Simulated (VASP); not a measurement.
# Ti2O (P-3m1) in VASP: notebook

Ti2O is run at these levels: PBEsol; tasks: single point.

All numbers are computed with VASP 6.6.1; they aren't measurements. Logs are shortened: lines on timing, memory, paths and dates and some standing lists are left out, and cuts for length are marked.

**1. The cell of the first run**

Symmetry: P-3m1, No. 164, trigonal system. The conventional cell has a = 2.960 Å, b = 2.960 Å, c = 4.676 Å, α = 90.00°, β = 90.00°, γ = 120.00°. Ti (site symmetry 3m) has 3 O at 2.10 Å and 12 Ti at 2.80 to 2.99 Å within 3.0 Å. Within 2.8 Å of O (site symmetry -3m) lie 6 Ti at 2.10 Å.

**2. Single point, PBEsol (uniaxial strain along c: -1.0 %)**

File INCAR:

```
SYSTEM = Ti2O
PREC     = Accurate       ! precision mode
ENCUT    = 520            ! plane-wave cutoff, eV
EDIFF    = 1E-6           ! SCF threshold, eV
ISMEAR   = 0              ! smearing method
SIGMA    = 0.1            ! smearing width, eV
LREAL    = .False.        ! projectors in reciprocal space
LASPH    = .True.         ! aspherical terms in the spheres
NELM     = 60             ! most SCF steps
ALGO     = Normal         ! electronic algorithm
ISIF     = 2              ! what is computed and relaxed
LWAVE    = .False.        ! write WAVECAR
LCHARG   = .False.        ! write CHGCAR
GGA      = PS             ! functional
NBANDS   = 22             ! bands
```

File KPOINTS:

```
regular mesh
0
Gamma
  24 24 12
  0 0 0
```

File POSCAR:

```
Ti2O
1.0
    2.9603343580      0.0000000000      0.0000000000
   -1.4801671790      2.5637247577      0.0000000000
    0.0000000000      0.0000000000      4.6764963233
Ti O
2 1
Direct
    0.6666666667      0.3333333333      0.2626749712
    0.3333333333      0.6666666667      0.7373250288
    0.0000000000      0.0000000000      0.0000000000
```

Potentials or basis: VASP PAW PBE potentials, release 64 (Ti_sv, O).

The run is started by

```bash
cat potpaw_PBE.64/Ti_sv/POTCAR potpaw_PBE.64/O/POTCAR > POTCAR
mpirun -np 1 vasp_std > vasp.out
```

OUTCAR:

```text
SYSTEM = Ti2O
   PREC = Accurate
   ENCUT = 520
   EDIFF = 1E-6
   ISMEAR = 0
   LREAL = .False.
   LASPH = .True.
   NELM = 60
   ISIF = 2
   GGA = PS

 ion  position               nearest neighbor table
   1  0.667  0.333  0.263-   3 2.10   3 2.10   3 2.10   2 2.80   2 2.80   2 2.80
   2  0.333  0.667  0.737-   3 2.10   3 2.10   3 2.10   1 2.80   1 2.80   1 2.80
   3  0.000  0.000  0.000-   1 2.10   2 2.10   2 2.10   1 2.10   1 2.10   2 2.10

  LATTYP: Found a hexagonal cell.
 ALAT       =     2.9603343580
 C/A-ratio  =     1.5797189634

  Lattice vectors:

 A1 = (   2.9603343580,   0.0000000000,   0.0000000000)
 A2 = (  -1.4801671790,   2.5637247577,   0.0000000000)
 A3 = (   0.0000000000,   0.0000000000,   4.6764963233)

Analysis of symmetry for initial positions (statically):
=====================================================================
 Subroutine PRICEL returns:
 Original cell was already a primitive cell.

 Routine SETGRP: Setting up the symmetry group for a
 hexagonal supercell.

 Subroutine GETGRP returns: Found 12 space group operations
 (whereof 12 operations were pure point group operations)
 out of a pool of 24 trial point group operations.

The static configuration has the point symmetry D_3d.

Analysis of symmetry for dynamics (positions and initial velocities):
=====================================================================
 Subroutine PRICEL returns:
 Original cell was already a primitive cell.

 Routine SETGRP: Setting up the symmetry group for a
 hexagonal supercell.

 Subroutine GETGRP returns: Found 12 space group operations
 (whereof 12 operations were pure point group operations)
 out of a pool of 24 trial point group operations.

The dynamic configuration has the point symmetry D_3d.

 Subroutine INISYM returns: Found 12 space group operations
 (whereof 12 operations are pure point group operations),
 and found     1 'primitive' translations

----------------------------------------------------------------------------------------

                                     Primitive cell

  volume of cell :      35.4922

  direct lattice vectors                    reciprocal lattice vectors
     2.960334358  0.000000000  0.000000000     0.337799680  0.195028736  0.000000000
    -1.480167179  2.563724758  0.000000000     0.000000000  0.390057473  0.000000000
     0.000000000  0.000000000  4.676496323     0.000000000  0.000000000  0.213835301

  length of vectors
     2.960334358  2.960334358  4.676496323     0.390057473  0.390057473  0.213835301

  position of ions in fractional coordinates (direct lattice)
     0.666666667  0.333333333  0.262674971
     0.333333333  0.666666667  0.737325029
     0.000000000  0.000000000  0.000000000

  ion indices of the primitive-cell ions
   primitive index   ion index
                 1           1
                 2           2
                 3           3

----------------------------------------------------------------------------------------

 KPOINTS: regular mesh

Automatic generation of k-mesh.
 Grid dimensions read from file:
 generate k-points for:   24   24   12

 Generating k-lattice:

  Cartesian coordinates                     Fractional coordinates (reciprocal lattice)
     0.014074987  0.008126197  0.000000000     0.041666667  0.000000000  0.000000000
     0.000000000  0.016252395  0.000000000     0.000000000  0.041666667  0.000000000
     0.000000000  0.000000000  0.017819608     0.000000000  0.000000000  0.083333333

  Length of vectors
     0.016252395  0.016252395  0.017819608

  Shift w.r.t. Gamma in fractional coordinates (k-lattice)
     0.000000000  0.000000000  0.000000000

 Subroutine IBZKPT returns following result:
 ===========================================

 Found    667 irreducible k-points:

 Following reciprocal coordinates:
            Coordinates               Weight
  0.000000  0.000000  0.000000      1.000000
  0.041667 -0.000000  0.000000      6.000000
  0.083333 -0.000000  0.000000      6.000000
  0.125000 -0.000000  0.000000      6.000000
  0.166667 -0.000000  0.000000      6.000000
  0.208333 -0.000000  0.000000      6.000000
[... 16 lines left out ...]
  0.416667  0.041667  0.000000     12.000000
  0.458333  0.041667  0.000000     12.000000
 [... further k-points ...]
   k-points           NKPTS =    667   k-points in BZ     NKDIM =    667   number of bands    NBANDS=     22
   number of dos      NEDOS =    301   number of ions     NIONS =      3
   total plane-waves  NPLWV =  20736
   dimension x,y,z NGX =    24 NGY =   24 NGZ =   36
   dimension x,y,z NGXF=    48 NGYF=   48 NGZF=   72
   ions per type =               2   1
   NGX,Y,Z   is equivalent  to a cutoff of  13.48, 13.48, 12.80 a.u.
   NGXF,Y,Z  is equivalent  to a cutoff of  26.96, 26.96, 25.60 a.u.
 SYSTEM =  Ti2O
   PREC   = accura    normal or accurate (medium, high low for compatibility)
   ISTART =      0    job   : 0-new  1-cont  2-samecut
   ICHARG =      2    charge: 1-file 2-atom 10-const
   ISPIN  =      1    spin polarized calculation?
   LNONCOLLINEAR =      F non collinear calculations
   LSORBIT =      F    spin-orbit coupling
   LASPH  =      T    aspherical Exc in radial PAW
   ENCUT  =  520.0 eV  38.22 Ry    6.18 a.u.   5.50  5.50  8.70*2*pi/ulx,y,z
   NELM   =     60;   NELMIN=  2; NELMDL= -5     # of ELM steps
   EDIFF  = 0.1E-05   stopping-criterion for ELM
   LREAL  =      F    real-space projection
   EDIFFG = 0.1E-04   stopping-criterion for IOM
   NSW    =      0    number of steps for IOM
   IBRION =     -1    ionic relax: 0-MD 1-quasi-New 2-CG
   NFREE  =      0    steps in history (QN), initial steepest desc. (CG)
   ISIF   =      2    stress and relaxation
   ISYM   =      2    0-nonsym 1-usesym 2-fastsym
   POTIM  = 0.5000    time-step for ionic-motion
   TEBEG  =    0.0;   TEEND  =   0.0 temperature during run
   PSTRESS=    0.0 pullay stress
   NELECT =      30.0000    total number of electrons
   NUPDOWN=      -1.0000    fix difference up-down
   EMIN   =  10.00;   EMAX   =-10.00  energy-range for DOS
   EFERMI =   0.00;   METHOD = LEGACY
   ISMEAR =     0;   SIGMA  =   0.10  broadening in eV -4-tet -1-fermi 0-gaus
   EFERMI_NEDOS =   21; number of points for ismear=-14 and -15
   IALGO  =     38    algorithm
   IMIX   =      4    mixing-type and parameters
     AMIX     =   0.40;   BMIX     =  1.00
     AMIX_MAG =   1.60;   BMIX_MAG =  1.00
  volume/ion in A,a.u.               =      11.83        79.84
  Fermi-wavevector in a.u.,A,eV,Ry     =   1.547881  2.925072 32.598697  2.395937
  Thomas-Fermi vector in A             =   2.652911
   LORBIT       =      0    0 simple, 1 ext, 2 COOP (PROOUT), +10 PAW based schemes
   GGA     = PS    functional components
   LHFCALC =     F    Hartree Fock is set to
   AEXX    =    0.0000 exact exchange contribution
   IVDW    =     0    specifies the selected vdW correction
   LEPSILON=     F    determine dielectric tensor
   LRPA    =     F    only Hartree local field effects (RPA)
 non-spin polarized calculation
 Gauss-broadening in eV      SIGMA  =   0.10
  energy-cutoff  :      520.00
  volume of cell :       35.49
 maximum number of plane-waves:       990
 NGX is ok and might be reduce to    24
   NGX = 11   NGY = 11   NGZ = 17

 number of electron      30.0000007 magnetization

 Free energy of the ion-electron system (eV)
  ---------------------------------------------------
  ext. energy  EPLUGINS =         0.00000000
  ---------------------------------------------------
  free energy    TOTEN  =       -27.60907511 eV

  energy without entropy =      -27.60392741  energy(sigma->0) =      -27.60650126

 E-fermi :  10.0838     XC(G=0): -12.6062

 val. band max:       10.0809056792   @ k =   0.1250   0.0417   0.0000
 cond. band min:      10.0849386833   @ k =   0.0417   0.0417   0.3333
 fundamental gap:      0.0040330041
 Fermi energy:        10.0837666075

 k-point     1 :       0.0000    0.0000    0.0000
  band No.  band energies     occupation
      1     -46.8719      2.00000
      2     -46.7244      2.00000
      3     -23.6721      2.00000
      4     -22.9773      2.00000
      5     -22.9773      2.00000
      6     -22.8801      2.00000
[... 14 lines left out ...]
     21      11.2811      0.00000
     22      14.2380      0.00000

 k-point     2 :       0.0417   -0.0000    0.0000
  band No.  band energies     occupation
      1     -46.8701      2.00000
      2     -46.7237      2.00000
      3     -23.6669      2.00000
      4     -22.9867      2.00000
      5     -22.9805      2.00000
      6     -22.8897      2.00000
[... 14 lines left out ...]
     21      11.4061      0.00000
     22      14.0985      0.00000

 k-point     3 :       0.0833   -0.0000    0.0000
  band No.  band energies     occupation
      1     -46.8648      2.00000
      2     -46.7218      2.00000
      3     -23.6516      2.00000
      4     -23.0143      2.00000
      5     -22.9899      2.00000
      6     -22.9175      2.00000
[... 14 lines left out ...]
     21      11.6219      0.00000
     22      13.8328      0.00000

 k-point     4 :       0.1250   -0.0000    0.0000
  band No.  band energies     occupation
      1     -46.8563      2.00000
      2     -46.7187      2.00000
      3     -23.6267      2.00000
      4     -23.0581      2.00000
      5     -23.0042      2.00000
      6     -22.9605      2.00000
[... 14 lines left out ...]
     21      11.8594      0.00000
     22      13.5694      0.00000

 k-point     5 :       0.1667   -0.0000    0.0000
  band No.  band energies     occupation
      1     -46.8449      2.00000
      2     -46.7150      2.00000
      3     -23.5934      2.00000
      4     -23.1156      2.00000
      5     -23.0222      2.00000
      6     -23.0141      2.00000
[... 14 lines left out ...]
     21      12.2029      0.00000
     22      13.3473      0.00000

 k-point     6 :       0.2083   -0.0000    0.0000
  band No.  band energies     occupation
      1     -46.8314      2.00000
      2     -46.7109      2.00000
      3     -23.5532      2.00000
      4     -23.1834      2.00000
      5     -23.0734      2.00000
      6     -23.0423      2.00000
[... 14 lines left out ...]
     21      12.5920      0.00000
     22      13.2002      0.00000

 k-point     7 :       0.2500   -0.0000    0.0000
  band No.  band energies     occupation
      1     -46.8165      2.00000
      2     -46.7069      2.00000
      3     -23.5082      2.00000
      4     -23.2564      2.00000
      5     -23.1340      2.00000
      6     -23.0633      2.00000
[... 324 lines left out ...]
      6     -23.0928      2.00000
[... 14 lines left out ...]
     21      12.9398      0.00000
     22      13.7198      0.00000

 k-point    21 :       0.3333    0.0417    0.0000
  band No.  band energies     occupation
      1     -46.7775      2.00000
      2     -46.7004      2.00000
      3     -23.4519      2.00000
      4     -23.3608      2.00000
      5     -23.2672      2.00000
      6     -23.1122      2.00000
[... 14 lines left out ...]
     21      13.0014      0.00000
     22      13.5964      0.00000

 k-point    22 :       0.3750    0.0417    0.0000
  band No.  band energies     occupation
      1     -46.7645      2.00000
      2     -46.7000      2.00000
      3     -23.4966      2.00000
      4     -23.3360      2.00000
      5     -23.2891      2.00000
      6     -23.1276      2.00000
[... 14 lines left out ...]
     21      13.0647      0.00000
     22      13.4617      0.00000

 k-point    23 :       0.4167    0.0417    0.0000
  band No.  band energies     occupation
      1     -46.7543      2.00000
      2     -46.7006      2.00000
      3     -23.5318      2.00000
      4     -23.3452      2.00000
      5     -23.2677      2.00000
      6     -23.1385      2.00000
[... 14 lines left out ...]
     21      13.1075      0.00000
     22      13.3331      0.00000

 k-point    24 :       0.4583    0.0417    0.0000
  band No.  band energies     occupation
      1     -46.7486      2.00000
      2     -46.7013      2.00000
      3     -23.5503      2.00000
      4     -23.3561      2.00000
      5     -23.2463      2.00000
      6     -23.1442      2.00000
[... 14 lines left out ...]
     21      13.1312      0.00000
     22      13.2290      0.00000

 [... further k-points ...]

------------------------ aborting loop because EDIFF is reached ----------------------------------------

  FORCE on cell =-STRESS in cart. coord.  units (eV):
  Direction    XX          YY          ZZ          XY          YZ          ZX
  --------------------------------------------------------------------------------------
  -------------------------------------------------------------------------------------
  Total        0.0746135      0.0746135      0.7933478      0.0000000      0.0000000     -0.0000000
  in kB        3.3681785      3.3681785     35.8130593      0.0000000      0.0000000     -0.0000000
  external PRESSURE =      14.1831388 kB  Pullay stress =       0.0000000 kB

 VOLUME and BASIS-vectors are now :
 -----------------------------------------------------------------------------
  energy-cutoff  :      520.00
  volume of cell :       35.49
      direct lattice vectors                 reciprocal lattice vectors
     2.960334358  0.000000000  0.000000000     0.337799680  0.195028736  0.000000000
    -1.480167179  2.563724758  0.000000000     0.000000000  0.390057473  0.000000000
     0.000000000  0.000000000  4.676496323     0.000000000  0.000000000  0.213835301

 POSITION                                       TOTAL-FORCE (eV/Angst)
 -----------------------------------------------------------------------------------
      1.48017      0.85457      1.22840         0.000000     -0.000000     -0.018123
     -0.00000      1.70915      3.44810        -0.000000      0.000000      0.018123
      0.00000      0.00000      0.00000        -0.000000      0.000000      0.000000
 -----------------------------------------------------------------------------------
    total drift:                               -0.000000      0.000000      0.000000

  FREE ENERGIE OF THE ION-ELECTRON SYSTEM (eV)
  ---------------------------------------------------
  free  energy   TOTEN  =       -27.6090751061 eV

  energy  without entropy=      -27.6039274127  energy(sigma->0) =      -27.60650126
```

It took 8.8 min on 1 thread of Intel Xeon 8259CL, shared host; peak memory 0.53 GiB.

What came out:

| Item | Value |
| --- | --- |
| Free energy | -27.6091 eV |
| Pressure | 1.4 GPa |
| Largest force | 0.018 eV/Å |
| Band gap on the k mesh | zero (bands 15 and 16 overlap by 0.74 eV) |

Forces on the atoms (eV/Å):
```
Ti   0.000  0.000 -0.018
Ti   0.000  0.000  0.018
O    0.000  0.000  0.000
```

Levels at points of the mesh, in eV from the Fermi level:
```
           k point  band 12  band 13  band 14  band 15  band 16  band 17  band 18  band 19
(0.00, 0.00, 0.00)    -6.42    -3.62     0.01     0.25     0.56     0.56     0.99     0.99
(0.50, 0.00, 0.00)    -6.80    -2.71    -1.32    -0.52     1.42     1.73     2.92     2.93
(0.00, 0.00, 0.50)    -6.50    -1.69    -1.52     0.04     0.04     1.35     2.08     2.08
(0.50, 0.00, 0.50)    -6.73    -1.68    -1.24    -0.60    -0.12     1.07     2.64     2.85
```

Caveat: the cell differs from its parent crystal (uniaxial strain along c: -1.0 %); the PAW data sets were made with another functional, which shifts forces and pressure a little.

[end of part 1 of 2]
